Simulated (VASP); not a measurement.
# Si3C (P-6m2) in VASP: notebook

The runs below take Si3C through single point, relaxation of cell and atoms, with PBE.

All numbers are computed with VASP 6.6.1; they aren't measurements. Logs are shortened: lines on timing, memory, paths and dates and some standing lists are left out, and cuts for length are marked.

### Step 1. The cell of the first run

Symmetry: P-6m2, No. 187, hexagonal system. Conventional cell: a = 2.904 Å, b = 2.904 Å, c = 6.549 Å, α = 90.00°, β = 90.00°, γ = 120.00°. Si (site symmetry -6m2) has 12 Si at 2.65 to 2.90 Å and 2 C at 3.27 Å within 3.5 Å. Si (site symmetry 3m) has 3 C at 2.07 Å and 4 Si at 2.44 to 2.65 Å within 2.7 Å. Within 2.7 Å of C (site symmetry -6m2) lie 6 Si at 2.07 Å.

### Step 2. Single point, PBE

File INCAR:

```
SYSTEM = Si3C
PREC = Accurate
ENCUT = 520
EDIFF = 1E-6
ISMEAR = 0
SIGMA = 0.1
LREAL = .False.
LASPH = .True.
NELM = 100
ALGO = Normal
ISIF = 2
LWAVE = .False.
LCHARG = .False.
GGA = PE
NBANDS = 16
```

File KPOINTS:

```
regular mesh
0
Gamma
  18 18 8
  0 0 0
```

File POSCAR:

```
Si3C
1.0
    2.9039991475      0.0000000000      0.0000000000
   -1.4519995738      2.5149370343      0.0000000000
    0.0000000000      0.0000000000      6.5489508944
Si C
3 1
Direct
    0.3333333333      0.6666666667      0.5000000000
    0.6666666667      0.3333333333      0.1863988946
    0.6666666667      0.3333333333      0.8136011054
    0.3333333333      0.6666666667      0.0000000000
```

Potentials or basis: VASP PAW PBE potentials, release 64 (Si, C).

Run with:

```sh
$ cat potpaw_PBE.64/Si/POTCAR potpaw_PBE.64/C/POTCAR > POTCAR
$ mpirun -np 1 vasp_std > vasp.out
```

OUTCAR:

```text
SYSTEM = Si3C
   PREC = Accurate
   ENCUT = 520
   EDIFF = 1E-6
   ISMEAR = 0
   LREAL = .False.
   LASPH = .True.
   NELM = 100
   ISIF = 2
   GGA = PE

 ion  position               nearest neighbor table
   1  0.333  0.667  0.500-   2 2.65   3 2.65   2 2.65   3 2.65   2 2.65   3 2.65
   2  0.667  0.333  0.186-   4 2.07   4 2.07   4 2.07   3 2.44   1 2.65   1 2.65   1 2.65
   3  0.667  0.333  0.814-   4 2.07   4 2.07   4 2.07   2 2.44   1 2.65   1 2.65   1 2.65
   4  0.333  0.667  0.000-   2 2.07   3 2.07   2 2.07   3 2.07   2 2.07   3 2.07

  LATTYP: Found a hexagonal cell.
 ALAT       =     2.9039991475
 C/A-ratio  =     2.2551490416

  Lattice vectors:

 A1 = (   2.9039991475,   0.0000000000,   0.0000000000)
 A2 = (  -1.4519995738,   2.5149370343,   0.0000000000)
 A3 = (   0.0000000000,   0.0000000000,   6.5489508944)

Analysis of symmetry for initial positions (statically):
=====================================================================
 Subroutine PRICEL returns:
 Original cell was already a primitive cell.

 Routine SETGRP: Setting up the symmetry group for a
 hexagonal supercell.

 Subroutine GETGRP returns: Found 12 space group operations
 (whereof 12 operations were pure point group operations)
 out of a pool of 24 trial point group operations.

The static configuration has the point symmetry D_3h.

Analysis of symmetry for dynamics (positions and initial velocities):
=====================================================================
 Subroutine PRICEL returns:
 Original cell was already a primitive cell.

 Routine SETGRP: Setting up the symmetry group for a
 hexagonal supercell.

 Subroutine GETGRP returns: Found 12 space group operations
 (whereof 12 operations were pure point group operations)
 out of a pool of 24 trial point group operations.

The dynamic configuration has the point symmetry D_3h.

 Subroutine INISYM returns: Found 12 space group operations
 (whereof 12 operations are pure point group operations),
 and found     1 'primitive' translations

----------------------------------------------------------------------------------------

                                     Primitive cell

  volume of cell :      47.8294

  direct lattice vectors                    reciprocal lattice vectors
     2.903999147  0.000000000  0.000000000     0.344352718  0.198812135  0.000000000
    -1.451999574  2.514937034  0.000000000     0.000000000  0.397624269  0.000000000
     0.000000000  0.000000000  6.548950894     0.000000000  0.000000000  0.152696213

  length of vectors
     2.903999147  2.903999148  6.548950894     0.397624269  0.397624269  0.152696213
[... 91 lines left out ...]
   ISIF   =      2    stress and relaxation
   ISYM   =      2    0-nonsym 1-usesym 2-fastsym
   POTIM  = 0.5000    time-step for ionic-motion
   TEBEG  =    0.0;   TEEND  =   0.0 temperature during run
   PSTRESS=    0.0 pullay stress
   NELECT =      16.0000    total number of electrons
   NUPDOWN=      -1.0000    fix difference up-down
   EMIN   =  10.00;   EMAX   =-10.00  energy-range for DOS
   EFERMI =   0.00;   METHOD = LEGACY
   ISMEAR =     0;   SIGMA  =   0.10  broadening in eV -4-tet -1-fermi 0-gaus
   EFERMI_NEDOS =   21; number of points for ismear=-14 and -15
   IALGO  =     38    algorithm
   IMIX   =      4    mixing-type and parameters
     AMIX     =   0.40;   BMIX     =  1.00
     AMIX_MAG =   1.60;   BMIX_MAG =  1.00
  volume/ion in A,a.u.               =      11.96        80.69
  Fermi-wavevector in a.u.,A,eV,Ry     =   1.136448  2.147576 17.572127  1.291515
  Thomas-Fermi vector in A             =   2.273153
   LORBIT       =      0    0 simple, 1 ext, 2 COOP (PROOUT), +10 PAW based schemes
   GGA     = PE    functional components
   LHFCALC =     F    Hartree Fock is set to
   AEXX    =    0.0000 exact exchange contribution
   IVDW    =     0    specifies the selected vdW correction
   LEPSILON=     F    determine dielectric tensor
   LRPA    =     F    only Hartree local field effects (RPA)
 non-spin polarized calculation
 Gauss-broadening in eV      SIGMA  =   0.10
  energy-cutoff  :      520.00
  volume of cell :       47.83
 maximum number of plane-waves:      1333
 NGX is ok and might be reduce to    24
   NGX = 11   NGY = 11   NGZ = 25

 number of electron      16.0000001 magnetization

 Free energy of the ion-electron system (eV)
  ---------------------------------------------------
  ext. energy  EPLUGINS =         0.00000000
  ---------------------------------------------------
  free energy    TOTEN  =       -22.65589514 eV

  energy without entropy =      -22.64968704  energy(sigma->0) =      -22.65279109

 E-fermi :  10.4728     XC(G=0): -11.5271

 val. band max:       10.4435112601   @ k =   0.3889   0.2222   0.3750
 cond. band min:      10.4740169676   @ k =   0.2222   0.0556   0.1250
 fundamental gap:      0.0305057075
 Fermi energy:        10.4728193965

 k-point     1 :       0.0000    0.0000    0.0000
  band No.  band energies     occupation
      1      -6.4299      2.00000
      2      -1.7843      2.00000
      3      -1.4800      2.00000
      4       6.5855      2.00000
      5       8.3885      2.00000
      6       9.4497      2.00000
[... 433 lines left out ...]
      3       2.6588      2.00000
      4       2.7124      2.00000
      5       5.2296      2.00000
      6       5.7974      2.00000
[... 8 lines left out ...]
     15      18.7676      0.00000
     16      18.8244      0.00000

 [... further k-points ...]

------------------------ aborting loop because EDIFF is reached ----------------------------------------

  FORCE on cell =-STRESS in cart. coord.  units (eV):
  Direction    XX          YY          ZZ          XY          YZ          ZX
  --------------------------------------------------------------------------------------
  -------------------------------------------------------------------------------------
  Total        0.0264753      0.0264753     -0.0549363     -0.0000000      0.0000000      0.0000000
  in kB        0.8868613      0.8868613     -1.8402396     -0.0000000      0.0000000      0.0000000
  external PRESSURE =      -0.0221723 kB  Pullay stress =       0.0000000 kB

 VOLUME and BASIS-vectors are now :
 -----------------------------------------------------------------------------
  energy-cutoff  :      520.00
  volume of cell :       47.83
      direct lattice vectors                 reciprocal lattice vectors
     2.903999147  0.000000000  0.000000000     0.344352718  0.198812135  0.000000000
    -1.451999574  2.514937034  0.000000000     0.000000000  0.397624269  0.000000000
     0.000000000  0.000000000  6.548950894     0.000000000  0.000000000  0.152696213

 POSITION                                       TOTAL-FORCE (eV/Angst)
 -----------------------------------------------------------------------------------
     -0.00000      1.67662      3.27448         0.000000     -0.000000      0.000000
      1.45200      0.83831      1.22072         0.000000     -0.000000     -0.012036
      1.45200      0.83831      5.32823         0.000000     -0.000000      0.012036
     -0.00000      1.67662      0.00000        -0.000000      0.000000      0.000000
 -----------------------------------------------------------------------------------
    total drift:                                0.000000     -0.000000      0.000000

  FREE ENERGIE OF THE ION-ELECTRON SYSTEM (eV)
  ---------------------------------------------------
  free  energy   TOTEN  =       -22.6558951424 eV

  energy  without entropy=      -22.6496870392  energy(sigma->0) =      -22.65279109
```

OSZICAR:

```text
N       E                     dE             d eps       ncg     rms          rms(c)
DAV:   1     0.244015395200E+02    0.24402E+02   -0.66577E+03  5920   0.872E+02
DAV:   2    -0.219995853562E+02   -0.46401E+02   -0.42736E+02  8232   0.140E+02
DAV:   3    -0.238988493018E+02   -0.18993E+01   -0.18855E+01  7760   0.253E+01
DAV:   4    -0.239108178506E+02   -0.11969E-01   -0.11965E-01  7656   0.249E+00
DAV:   5    -0.239109193785E+02   -0.10153E-03   -0.10152E-03  8032   0.206E-01    0.816E+00
DAV:   6    -0.226529673461E+02    0.12580E+01   -0.32111E+00  7568   0.118E+01    0.393E+00
DAV:   7    -0.226674931507E+02   -0.14526E-01   -0.70205E-01  7016   0.443E+00    0.203E+00
DAV:   8    -0.226574197443E+02    0.10073E-01   -0.30499E-02  7872   0.111E+00    0.583E-01
DAV:   9    -0.226558681707E+02    0.15516E-02   -0.22174E-03  8152   0.337E-01    0.123E-01
DAV:  10    -0.226558872872E+02   -0.19117E-04   -0.56447E-04  7440   0.146E-01    0.768E-02
DAV:  11    -0.226558953713E+02   -0.80841E-05   -0.17580E-05  7728   0.279E-02    0.118E-02
DAV:  12    -0.226558951424E+02    0.22893E-06   -0.37473E-06  7608   0.113E-02
   1 F= -.22655895E+02 E0= -.22652791E+02  d E =-.620810E-02
```

stdout:

```text
POSCAR found type information on POSCAR SiC
 POSCAR found :  2 types and       4 ions
 scaLAPACK will be used
 LDA part: xc-table for (Slater+PW92), standard interpolation
 POSCAR, INCAR and KPOINTS ok, starting setup
 FFT: planning ... GRIDC
 FFT: planning ... GRID_SOFT
 FFT: planning ... GRID
 WAVECAR not read
 entering main loop
```

It took 63 s on 1 thread of AMD EPYC 9R45 (Zen 5), shared host; peak memory 0.22 GiB.

Results:

```
Free energy            : -22.6559 eV
Pressure               : 0.0 GPa
Largest force          : 0.012 eV/Å
Band gap on the k mesh : zero (bands 8 and 9 overlap by 7.70 eV)
```

Forces in eV/Å, atoms in the order of the input:
```
Si   0.000  0.000  0.000
Si   0.000  0.000 -0.012
Si   0.000  0.000  0.012
C    0.000  0.000  0.000
```

Stress tensor (GPa, compression positive):
```
 0.09  0.00  0.00
 0.00  0.09  0.00
 0.00  0.00 -0.18
```

Levels at points of the mesh, in eV from the Fermi level:
```csv
k point,band 4,band 5,band 6,band 7,band 8,band 9,band 10,band 11,band 12,band 13
"(0.00, 0.00, 0.00)",-3.89,-2.08,-1.02,-1.02,4.78,6.04,6.04,7.01,7.01,7.28
"(0.50, 0.00, 0.00)",-7.35,-6.16,-5.40,-3.30,-0.34,1.52,2.79,2.84,3.77,3.79
"(0.00, 0.00, 0.50)",-8.19,-1.02,-1.02,2.23,4.45,5.14,6.02,6.02,6.46,6.46
"(0.50, 0.00, 0.50)",-7.39,-4.41,-3.64,-3.28,-2.26,-1.47,1.98,2.33,4.02,6.22
```

### Step 3. Relaxation of cell and atoms, PBE

This run uses another cell than the first one, of 12.01 Å³/atom.

File INCAR:

```
SYSTEM = Si3C
PREC     = Accurate       ! precision mode
ENCUT    = 600            ! plane-wave cutoff, eV
EDIFF    = 1E-7           ! SCF threshold, eV
ISMEAR   = 0              ! smearing method
SIGMA    = 0.1            ! smearing width, eV
LREAL    = .False.        ! projectors in reciprocal space
LASPH    = .True.         ! aspherical terms in the spheres
NELM     = 60             ! most SCF steps
ALGO     = Normal         ! electronic algorithm
ISIF     = 3              ! what is computed and relaxed
LWAVE    = .False.        ! write WAVECAR
LCHARG   = .False.        ! write CHGCAR
GGA      = PE             ! functional
IBRION   = 2              ! ionic algorithm
NSW      = 100            ! ionic steps
EDIFFG   = -0.01          ! ionic threshold
```

File KPOINTS:

```
Automatic mesh
0
Gamma
  18 18 8
  0 0 0
```

File POSCAR:

```
Si3C
1.0
    2.8872474538      0.0000000000      0.0000000000
   -1.4436237269      2.5004296420      0.0000000000
    0.0000000000      0.0000000000      6.6546277346
Si C
3 1
Direct
    0.3333333333      0.6666666667      0.5000000000
    0.6666666667      0.3333333333      0.1831177543
    0.6666666667      0.3333333333      0.8168822457
    0.3333333333      0.6666666667      0.0000000000
```

Potentials or basis: VASP PAW PBE potentials, release 64 (Si, C).

Run with:

```sh
$ cat potpaw_PBE.64/Si/POTCAR potpaw_PBE.64/C/POTCAR > POTCAR
$ mpirun -np 1 vasp_std > vasp.out
```

OUTCAR:

```text
SYSTEM = Si3C
   PREC = Accurate
   ENCUT = 600
   EDIFF = 1E-7
   ISMEAR = 0
   LREAL = .False.
   LASPH = .True.
   NELM = 60
   ISIF = 3
   GGA = PE
   IBRION = 2
   NSW = 100
   EDIFFG = -0.01

 ion  position               nearest neighbor table
   1  0.333  0.667  0.500-   2 2.69   3 2.69   2 2.69   3 2.69   2 2.69   3 2.69
   2  0.667  0.333  0.183-   4 2.06   4 2.06   4 2.06   3 2.44   1 2.69   1 2.69   1 2.69
   3  0.667  0.333  0.817-   4 2.06   4 2.06   4 2.06   2 2.44   1 2.69   1 2.69   1 2.69
   4  0.333  0.667  0.000-   2 2.06   3 2.06   2 2.06   3 2.06   2 2.06   3 2.06

  LATTYP: Found a hexagonal cell.
 ALAT       =     2.8872474538
 C/A-ratio  =     2.3048345669

  Lattice vectors:

 A1 = (   2.8872474538,   0.0000000000,   0.0000000000)
 A2 = (  -1.4436237269,   2.5004296420,   0.0000000000)
 A3 = (   0.0000000000,   0.0000000000,   6.6546277346)

Analysis of symmetry for initial positions (statically):
=====================================================================
 Subroutine PRICEL returns:
 Original cell was already a primitive cell.

 Routine SETGRP: Setting up the symmetry group for a
 hexagonal supercell.

 Subroutine GETGRP returns: Found 12 space group operations
 (whereof 12 operations were pure point group operations)
 out of a pool of 24 trial point group operations.

The static configuration has the point symmetry D_3h.

Analysis of symmetry for dynamics (positions and initial velocities):
=====================================================================
 Subroutine PRICEL returns:
 Original cell was already a primitive cell.

 Routine SETGRP: Setting up the symmetry group for a
 hexagonal supercell.

 Subroutine GETGRP returns: Found 12 space group operations
 (whereof 12 operations were pure point group operations)
 out of a pool of 24 trial point group operations.

The dynamic configuration has the point symmetry D_3h.

 Subroutine INISYM returns: Found 12 space group operations
 (whereof 12 operations are pure point group operations),
[... 156 lines left out ...]
  --------------------------------------------------------------------------------------
  -------------------------------------------------------------------------------------
  Total        0.0450848      0.0450848     -0.0962246      0.0000000      0.0000000      0.0000000
  in kB        1.5035520      1.5035520     -3.2090326      0.0000000      0.0000000      0.0000000
  external PRESSURE =      -0.0673095 kB  Pullay stress =       0.0000000 kB
[... 95 lines left out ...]
  FREE ENERGIE OF THE ION-ELECTRON SYSTEM (eV)
  ---------------------------------------------------
  free  energy   TOTEN  =       -22.6539579655 eV

  energy  without entropy=      -22.6481750340  energy(sigma->0) =      -22.65106650

[... ionic steps 4 to 16 ...]

--------------------------------------- Ionic step       17  -------------------------------------------

 number of electron      16.0000001 magnetization

------------------------ aborting loop because EDIFF is reached ----------------------------------------
[... 71 lines left out ...]
--------------------------------------- Ionic step       19  -------------------------------------------

 number of electron      16.0000000 magnetization

 Free energy of the ion-electron system (eV)
  ---------------------------------------------------
  ext. energy  EPLUGINS =         0.00000000
  ---------------------------------------------------
  free energy    TOTEN  =       -22.65712012 eV

  energy without entropy =      -22.65088309  energy(sigma->0) =      -22.65400160

 E-fermi :  10.4734     XC(G=0): -11.5270

 val. band max:       10.4679732311   @ k =   0.4444   0.1111   0.2500
 cond. band min:      10.4805756217   @ k =   0.2222   0.0556   0.1250
 fundamental gap:      0.0126023905
 Fermi energy:        10.4733809718

 k-point     1 :       0.0000    0.0000    0.0000
  band No.  band energies     occupation
      1      -6.4279      2.00000
      2      -1.7824      2.00000
      3      -1.4765      2.00000
      4       6.5957      2.00000
      5       8.4070      2.00000
      6       9.4437      2.00000
      7       9.4437      2.00000
      8      15.2334      0.00000
      9      16.4996      0.00000
     10      16.4996      0.00000
     11      17.4687      0.00000
     12      17.4687      0.00000
[... 331 lines left out ...]
 k-point    24 :       0.3889    0.1111    0.0000
  band No.  band energies     occupation
      1      -2.6046      2.00000
      2       0.5230      2.00000
      3       2.6570      2.00000
      4       2.7128      2.00000
      5       5.2268      2.00000
      6       5.7970      2.00000
      7       6.0230      2.00000
      8       9.9865      2.00000
      9      11.0558      0.00000
     10      12.1833      0.00000
     11      12.5010      0.00000
     12      14.0266      0.00000

 [... further k-points ...]

------------------------ aborting loop because EDIFF is reached ----------------------------------------

  FORCE on cell =-STRESS in cart. coord.  units (eV):
  Direction    XX          YY          ZZ          XY          YZ          ZX
  --------------------------------------------------------------------------------------
  -------------------------------------------------------------------------------------
  Total       -0.0071736     -0.0071736     -0.0296974      0.0000000     -0.0000000      0.0000000
  in kB       -0.2403041     -0.2403041     -0.9948176      0.0000000     -0.0000000      0.0000000
  external PRESSURE =      -0.4918086 kB  Pullay stress =       0.0000000 kB
[... 19 lines left out ...]
  FREE ENERGIE OF THE ION-ELECTRON SYSTEM (eV)
  ---------------------------------------------------
  free  energy   TOTEN  =       -22.6571201217 eV

  energy  without entropy=      -22.6508830882  energy(sigma->0) =      -22.65400160

 reached required accuracy - stopping structural energy minimisation
```

Run time: 7.8 min. Hardware: 1 thread of AMD EPYC 9R45 (Zen 5), shared host; peak memory 0.23 GiB.

Results:

* Free energy: -22.6571 eV
* Relaxed volume: 11.96 Å³/atom
* Relaxed cell: a = 2.905 Å, b = 2.905 Å, c = 6.545 Å, α = 90.00°, β = 90.00°, γ = 120.00°
* Space group after relaxing (to 0.1 Å): P-6m2 (No. 187)
* Energy gained by relaxing: 0.9 meV/atom
* Ionic steps: 19
* Pressure after relaxing: 0.0 GPa
* Largest force after relaxing: 0.006 eV/Å
* Band gap on the k mesh: zero (bands 8 and 9 overlap by 7.68 eV)

Forces on the atoms (eV/Å):
```
Si   0.000  0.000  0.000
Si   0.000  0.000 -0.006
Si   0.000  0.000  0.006
C    0.000  0.000  0.000
```

Stress tensor (GPa, compression positive):
```
-0.02  0.00  0.00
 0.00 -0.02  0.00
 0.00  0.00 -0.10
```

Step by step:
| step | energy change (eV) | largest force (eV/Å) | pressure (GPa) | volume (Å³) |
| --- | --- | --- | --- | --- |
| 1 | 0.0000 | 0.0146 | -0.01 | 48.04 |
| 2 | -0.0002 | 0.0439 | -0.01 | 48.04 |
| 3 | -0.0006 | 0.1275 | 0.01 | 48.03 |
| 4 | -0.0004 | 0.2848 | 0.08 | 48.00 |
| 5 | -0.0007 | 0.1808 | 0.03 | 48.02 |
| 6 | -0.0007 | 0.1816 | 0.03 | 48.02 |
| 7 | -0.0008 | 0.1843 | 0.02 | 48.02 |
| 8 | -0.0009 | 0.1894 | 0.01 | 48.02 |
| 9 | -0.0011 | 0.1992 | -0.01 | 48.01 |
| 10 | -0.0015 | 0.2168 | -0.05 | 48.01 |
| 11 | -0.0015 | 0.2406 | -0.09 | 47.99 |
| 12 | -0.0017 | 0.2303 | -0.07 | 48.00 |
| 13 | -0.0022 | 0.1983 | -0.12 | 47.99 |
| 14 | -0.0031 | 0.1032 | -0.27 | 47.98 |
| 15 | -0.0026 | 0.0779 | -0.56 | 47.95 |
| 16 | -0.0033 | 0.0436 | -0.37 | 47.97 |
| 17 | -0.0034 | 0.0339 | -0.31 | 47.94 |
| 18 | -0.0037 | 0.0054 | -0.12 | 47.86 |
| 19 | -0.0037 | 0.0061 | -0.05 | 47.83 |

Final structure:
```
CELL_PARAMETERS angstrom
2.90489 0.00000 0.00000
-1.45244 2.51571 0.00000
0.00000 0.00000 6.54480
ATOMIC_POSITIONS crystal
Si 0.33333 0.66667 0.50000
Si 0.66667 0.33333 0.18648
Si 0.66667 0.33333 0.81352
C 0.33333 0.66667 0.00000
```

Levels at points of the mesh, in eV from the Fermi level:
| k point | band 6 | band 7 | band 8 | band 9 | band 10 | band 11 |
| --- | --- | --- | --- | --- | --- | --- |
| (0.00, 0.00, 0.00) | -1.03 | -1.03 | 4.76 | 6.03 | 6.03 | 7.00 |
| (0.50, 0.00, 0.00) | -5.40 | -3.30 | -0.34 | 1.52 | 2.78 | 2.85 |
| (0.00, 0.00, 0.50) | -1.02 | 2.25 | 4.45 | 5.15 | 6.01 | 6.01 |
| (0.50, 0.00, 0.50) | -3.64 | -3.28 | -2.26 | -1.46 | 1.97 | 2.33 |

The gap in the log of VASP goes by the Fermi energy; the results here count the filled bands.